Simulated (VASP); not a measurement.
# B (Fm-3m) in VASP: notebook

The runs below take B through relaxation of cell and atoms, with PBE.

Program: VASP 6.6.1. These are calculated values, not measurements. Logs are shortened: lines on timing, memory, paths and dates and some standing lists are left out, and cuts for length are marked.

## 1. The cell of the first run

Symmetry: Fm-3m, No. 225, cubic system. The conventional cell has a = 2.846 Å, b = 2.846 Å, c = 2.846 Å, α = 90.00°, β = 90.00°, γ = 90.00°. Within 2.7 Å of B (site symmetry m-3m) lie 12 B at 2.01 Å.

## 2. Relaxation of cell and atoms, PBE, target pressure 5.9 GPa, at which the enthalpy is minimised

File INCAR:

```
SYSTEM = B
PREC = Accurate
ENCUT = 600
EDIFF = 1E-7
ISMEAR = -1
SIGMA = 0.08
LREAL = .False.
LASPH = .True.
NELM = 60
ALGO = Normal
ISIF = 3
LWAVE = .False.
LCHARG = .False.
GGA = PE
IBRION = 2
NSW = 60
EDIFFG = -0.005
PSTRESS = 59.0
```

File KPOINTS:

```
regular mesh
0
Gamma
  22 22 22
  0 0 0
```

File POSCAR:

```
B
1.0
    0.0000000000      1.4231103521      1.4231103521
    1.4231103521      0.0000000000      1.4231103521
    1.4231103521      1.4231103521      0.0000000000
B
1
Direct
    0.0000000000      0.0000000000      0.0000000000
```

Potentials or basis: VASP PAW PBE potentials, release 64 (B).

On the command line:

```
> cat potpaw_PBE.64/B/POTCAR > POTCAR
> mpirun -np 1 vasp_std > vasp.out
```

OUTCAR:

```text
SYSTEM = B
   PREC = Accurate
   ENCUT = 600
   EDIFF = 1E-7
   ISMEAR = -1
   LREAL = .False.
   LASPH = .True.
   NELM = 60
   ISIF = 3
   GGA = PE
   IBRION = 2
   NSW = 60
   EDIFFG = -0.005
   PSTRESS = 59.0

 ion  position               nearest neighbor table
   1  0.000  0.000  0.000-

  LATTYP: Found a face centered cubic cell.
 ALAT       =     2.8462207042

  Lattice vectors:

 A1 = (   0.0000000000,   1.4231103521,   1.4231103521)
 A2 = (   1.4231103521,   0.0000000000,   1.4231103521)
 A3 = (   1.4231103521,   1.4231103521,   0.0000000000)

Analysis of symmetry for initial positions (statically):
=====================================================================
 Subroutine PRICEL returns:
 Original cell was already a primitive cell.

 Routine SETGRP: Setting up the symmetry group for a
 face centered cubic supercell.

 Subroutine GETGRP returns: Found 48 space group operations
 (whereof 48 operations were pure point group operations)
 out of a pool of 48 trial point group operations.

The static configuration has the point symmetry O_h .

Analysis of symmetry for dynamics (positions and initial velocities):
=====================================================================
 Subroutine PRICEL returns:
 Original cell was already a primitive cell.

 Routine SETGRP: Setting up the symmetry group for a
 face centered cubic supercell.

 Subroutine GETGRP returns: Found 48 space group operations
 (whereof 48 operations were pure point group operations)
 out of a pool of 48 trial point group operations.

The dynamic configuration has the point symmetry O_h .

 Subroutine INISYM returns: Found 48 space group operations
 (whereof 48 operations are pure point group operations),
 and found     1 'primitive' translations

----------------------------------------------------------------------------------------

                                     Primitive cell

  volume of cell :       5.7643

  direct lattice vectors                    reciprocal lattice vectors
     0.000000000  1.423110352  1.423110352    -0.351343098  0.351343098  0.351343098
     1.423110352  0.000000000  1.423110352     0.351343098 -0.351343098  0.351343098
     1.423110352  1.423110352  0.000000000     0.351343098  0.351343098 -0.351343098

  length of vectors
     2.012581961  2.012581961  2.012581961     0.608544097  0.608544097  0.608544097

  position of ions in fractional coordinates (direct lattice)
     0.000000000  0.000000000  0.000000000

  ion indices of the primitive-cell ions
   primitive index   ion index
                 1           1

----------------------------------------------------------------------------------------

 KPOINTS: regular mesh

Automatic generation of k-mesh.
 Grid dimensions read from file:
 generate k-points for:   22   22   22

 Generating k-lattice:

  Cartesian coordinates                     Fractional coordinates (reciprocal lattice)
    -0.015970141  0.015970141  0.015970141     0.045454545  0.000000000  0.000000000
     0.015970141 -0.015970141  0.015970141     0.000000000  0.045454545  0.000000000
     0.015970141  0.015970141 -0.015970141     0.000000000  0.000000000  0.045454545

  Length of vectors
     0.027661095  0.027661095  0.027661095

  Shift w.r.t. Gamma in fractional coordinates (k-lattice)
     0.000000000  0.000000000  0.000000000

 Subroutine IBZKPT returns following result:
 ===========================================

 Found    328 irreducible k-points:

 Following reciprocal coordinates:
            Coordinates               Weight
  0.000000  0.000000  0.000000      1.000000
  0.045455  0.000000  0.000000      8.000000
  0.090909  0.000000  0.000000      8.000000
  0.136364  0.000000  0.000000      8.000000
  0.181818  0.000000  0.000000      8.000000
  0.227273  0.000000  0.000000      8.000000
[... 16 lines left out ...]
  0.500000  0.045455  0.000000     24.000000
 -0.454545  0.045455  0.000000     24.000000
 [... further k-points ...]
   k-points           NKPTS =    328   k-points in BZ     NKDIM =    328   number of bands    NBANDS=      5
   number of dos      NEDOS =    301   number of ions     NIONS =      1
   total plane-waves  NPLWV =   4096
   dimension x,y,z NGX =    16 NGY =   16 NGZ =   16
   dimension x,y,z NGXF=    32 NGYF=   32 NGZF=   32
   ions per type =               1
   NGX,Y,Z   is equivalent  to a cutoff of  13.22, 13.22, 13.22 a.u.
   NGXF,Y,Z  is equivalent  to a cutoff of  26.43, 26.43, 26.43 a.u.
 SYSTEM =  B
   PREC   = accura    normal or accurate (medium, high low for compatibility)
   ISTART =      0    job   : 0-new  1-cont  2-samecut
   ICHARG =      2    charge: 1-file 2-atom 10-const
   ISPIN  =      1    spin polarized calculation?
   LNONCOLLINEAR =      F non collinear calculations
   LSORBIT =      F    spin-orbit coupling
   LASPH  =      T    aspherical Exc in radial PAW
   ENCUT  =  600.0 eV  44.10 Ry    6.64 a.u.   4.02  4.02  4.02*2*pi/ulx,y,z
   NELM   =     60;   NELMIN=  2; NELMDL= -5     # of ELM steps
   EDIFF  = 0.1E-06   stopping-criterion for ELM
   LREAL  =      F    real-space projection
   EDIFFG = -.5E-02   stopping-criterion for IOM
   NSW    =     60    number of steps for IOM
   IBRION =      2    ionic relax: 0-MD 1-quasi-New 2-CG
   NFREE  =      1    steps in history (QN), initial steepest desc. (CG)
   ISIF   =      3    stress and relaxation
   ISYM   =      2    0-nonsym 1-usesym 2-fastsym
   POTIM  = 0.5000    time-step for ionic-motion
   TEBEG  =    0.0;   TEEND  =   0.0 temperature during run
   PSTRESS=   59.0 pullay stress
   NELECT =       3.0000    total number of electrons
   NUPDOWN=      -1.0000    fix difference up-down
   EMIN   =  10.00;   EMAX   =-10.00  energy-range for DOS
   EFERMI =   0.00;   METHOD = LEGACY
   ISMEAR =    -1;   SIGMA  =   0.08  broadening in eV -4-tet -1-fermi 0-gaus
   EFERMI_NEDOS =   21; number of points for ismear=-14 and -15
   IALGO  =     38    algorithm
   IMIX   =      4    mixing-type and parameters
     AMIX     =   0.40;   BMIX     =  1.00
     AMIX_MAG =   1.60;   BMIX_MAG =  1.00
  volume/ion in A,a.u.               =       5.76        38.90
  Fermi-wavevector in a.u.,A,eV,Ry     =   1.316841  2.488469 23.593458  1.734070
  Thomas-Fermi vector in A             =   2.446924
   LORBIT       =      0    0 simple, 1 ext, 2 COOP (PROOUT), +10 PAW based schemes
   GGA     = PE    functional components
   LHFCALC =     F    Hartree Fock is set to
   AEXX    =    0.0000 exact exchange contribution
   IVDW    =     0    specifies the selected vdW correction
   LEPSILON=     F    determine dielectric tensor
   LRPA    =     F    only Hartree local field effects (RPA)
 conjugate gradient relaxation of ions
 non-spin polarized calculation
  energy-cutoff  :      600.00
  volume of cell :        5.76
 maximum number of plane-waves:       202
   NGX =  9   NGY =  9   NGZ =  9

 number of electron       3.0000000 magnetization

 Free energy of the ion-electron system (eV)
  ---------------------------------------------------
  ext. energy  EPLUGINS =         0.00000000
  ---------------------------------------------------
  free energy    TOTEN  =        -5.35020513 eV

  energy without entropy =       -5.34525299  energy(sigma->0) =       -5.34772906

 E-fermi :  10.8539     XC(G=0): -13.1107

 val. band max:       10.8341085197   @ k =  -0.2273   0.3182   0.0909
 cond. band min:      10.8809581369   @ k =  -0.2273   0.3182   0.1364
 fundamental gap:      0.0468496173
 Fermi energy:        10.8539394889

 k-point     1 :       0.0000    0.0000    0.0000
  band No.  band energies     occupation
      1      -8.6179      2.00000
      2      27.1332      0.00000
      3      27.1332      0.00000
      4      27.1332      0.00000
      5      43.7070      0.00000

 k-point     2 :       0.0455    0.0000    0.0000
  band No.  band energies     occupation
      1      -8.5267      2.00000
      2      26.6750      0.00000
      3      27.0366      0.00000
      4      27.0366      0.00000
      5      42.5932      0.00000

 k-point     3 :       0.0909    0.0000    0.0000
  band No.  band energies     occupation
      1      -8.2529      2.00000
      2      25.3455      0.00000
      3      26.7689      0.00000
      4      26.7689      0.00000
      5      41.2721      0.00000

 k-point     4 :       0.1364    0.0000    0.0000
  band No.  band energies     occupation
      1      -7.7969      2.00000
      2      23.3133      0.00000
      3      26.3841      0.00000
      4      26.3841      0.00000
      5      40.6109      0.00000

 k-point     5 :       0.1818    0.0000    0.0000
  band No.  band energies     occupation
      1      -7.1593      2.00000
      2      20.8371      0.00000
      3      25.9442      0.00000
      4      25.9442      0.00000
      5      40.5610      0.00000

 k-point     6 :       0.2273    0.0000    0.0000
  band No.  band energies     occupation
      1      -6.3416      2.00000
      2      18.1547      0.00000
      3      25.5022      0.00000
      4      25.5022      0.00000
      5      40.9563      0.00000
[... 113 lines left out ...]
 k-point    21 :       0.4091    0.0455    0.0000
  band No.  band energies     occupation
      1      -1.8419      2.00000
      2       8.7441      2.00000
      3      23.7450      0.00000
      4      24.4408      0.00000
      5      38.9984      0.00000

 k-point    22 :       0.4545    0.0455    0.0000
  band No.  band energies     occupation
      1      -0.4193      2.00000
      2       6.6714      2.00000
      3      23.7554      0.00000
      4      24.1165      0.00000
      5      38.6484      0.00000

 k-point    23 :       0.5000    0.0455    0.0000
  band No.  band energies     occupation
      1       0.6309      2.00000
      2       5.3232      2.00000
      3      23.8604      0.00000
      4      23.8653      0.00000
      5      38.5748      0.00000

 k-point    24 :      -0.4545    0.0455    0.0000
  band No.  band energies     occupation
      1       0.3767      2.00000
      2       5.6366      2.00000
      3      23.6841      0.00000
      4      24.0650      0.00000
      5      38.7782      0.00000

 [... further k-points ...]

------------------------ aborting loop because EDIFF is reached ----------------------------------------

  FORCE on cell =-STRESS in cart. coord.  units (eV):
  Direction    XX          YY          ZZ          XY          YZ          ZX
  --------------------------------------------------------------------------------------
  -------------------------------------------------------------------------------------
  Total        0.2098733      0.2098733      0.2098733      0.0000000     -0.0000000     -0.0000000
  in kB       58.3340302     58.3340302     58.3340302      0.0000000     -0.0000000     -0.0000000
  external PRESSURE =      -0.6659698 kB  Pullay stress =      59.0000000 kB

 VOLUME and BASIS-vectors are now :
 -----------------------------------------------------------------------------
  energy-cutoff  :      600.00
  volume of cell :        5.76
      direct lattice vectors                 reciprocal lattice vectors
     0.000000000  1.423110352  1.423110352    -0.351343098  0.351343098  0.351343098
     1.423110352  0.000000000  1.423110352     0.351343098 -0.351343098  0.351343098
     1.423110352  1.423110352  0.000000000     0.351343098  0.351343098 -0.351343098

 POSITION                                       TOTAL-FORCE (eV/Angst)
 -----------------------------------------------------------------------------------
      0.00000      0.00000      0.00000        -0.000000     -0.000000     -0.000000
 -----------------------------------------------------------------------------------
    total drift:                                0.000000     -0.000000     -0.000000

  FREE ENERGIE OF THE ION-ELECTRON SYSTEM (eV)
  ---------------------------------------------------
  free  energy   TOTEN  =        -5.3502051336 eV

  energy  without entropy=       -5.3452529850  energy(sigma->0) =       -5.34772906

  enthalpy is  TOTEN    =        -5.1379358480 eV   P V=        0.2122692857

 reached required accuracy - stopping structural energy minimisation
```

It took 3.8 s on 1 thread of AMD EPYC 9R45 (Zen 5), shared host; peak memory 0.08 GiB.

What came out:

```yaml
Free_energy: -5.3502 eV
Pressure_after_relaxing: 5.8 GPa
```

Final structure:
```yaml
crystal:
  lattice:
    - [0.00000, 1.42311, 1.42311]
    - [1.42311, 0.00000, 1.42311]
    - [1.42311, 1.42311, 0.00000]
  atoms:
    - { symbol: B, position: [0.00000, 0.00000, 0.00000] }
```

Caveat: the relaxation stopped at its first step, so nothing moved; the cell is relaxed towards a set pressure, so the enthalpy falls and the energy may rise.

## 3. Relaxation of cell and atoms, PBE, target pressure 5.9 GPa, at which the enthalpy is minimised

File INCAR:

```
SYSTEM = B
PREC     = Accurate       ! precision mode
ENCUT    = 600            ! plane-wave cutoff, eV
EDIFF    = 1E-6           ! SCF threshold, eV
ISMEAR   = -1             ! smearing method
SIGMA    = 0.08           ! smearing width, eV
LREAL    = .FALSE.        ! projectors in reciprocal space
LASPH    = .TRUE.         ! aspherical terms in the spheres
NELM     = 60             ! most SCF steps
ALGO     = Normal         ! electronic algorithm
ISIF     = 3              ! what is computed and relaxed
LWAVE    = .FALSE.        ! write WAVECAR
LCHARG   = .FALSE.        ! write CHGCAR
GGA      = PE             ! functional
IBRION   = 2              ! ionic algorithm
NSW      = 32             ! ionic steps
EDIFFG   = -0.005         ! ionic threshold
PSTRESS  = 59.0
```

File KPOINTS:

```
Automatic mesh
0
G
  22 22 22
  0 0 0
```

File POSCAR:

```
B
1.0
    0.0000000000      1.4230864663      1.4230864663
    1.4230864663      0.0000000000      1.4230864663
    1.4230864663      1.4230864663      0.0000000000
B
1
Direct
    0.0000000000      0.0000000000      0.0000000000
```

Potentials or basis: VASP PAW PBE potentials, release 64 (B).

On the command line:

```
> cat potpaw_PBE.64/B/POTCAR > POTCAR
> mpirun -np 1 vasp_std > vasp.out
```

It took 3.4 s on 1 thread of AMD EPYC 9R45 (Zen 5), shared host; peak memory 0.08 GiB.

The run converged. Its results:

```yaml
Free_energy: -5.3502 eV
Pressure_after_relaxing: 5.9 GPa
```

Final structure:
```cif
data_structure
_symmetry_space_group_name_H-M 'P 1'
_symmetry_Int_Tables_number 1
_cell_length_a 2.0125
_cell_length_b 2.0125
_cell_length_c 2.0125
_cell_angle_alpha 60.000
_cell_angle_beta 60.000
_cell_angle_gamma 60.000
_cell_volume 5.76
loop_
_atom_site_label
_atom_site_type_symbol
_atom_site_fract_x
_atom_site_fract_y
_atom_site_fract_z
_atom_site_occupancy
B1 B 0.00000 0.00000 0.00000 1
```

Levels at points of the mesh, in eV from the Fermi level:
```
           k point  band 1  band 2  band 3  band 4  band 5
(0.00, 0.00, 0.00)  -19.47   16.28   16.28   16.28   32.85
(0.50, 0.00, 0.00)  -10.23   -5.69   13.27   13.27   29.57
(0.50, 0.50, 0.00)   -7.38   -0.25    6.18    6.18   16.13
```

Caveat: the relaxation stopped at its first step, so nothing moved; the cell is relaxed towards a set pressure, so the enthalpy falls and the energy may rise.

(Part 1 of 2 ends here.)
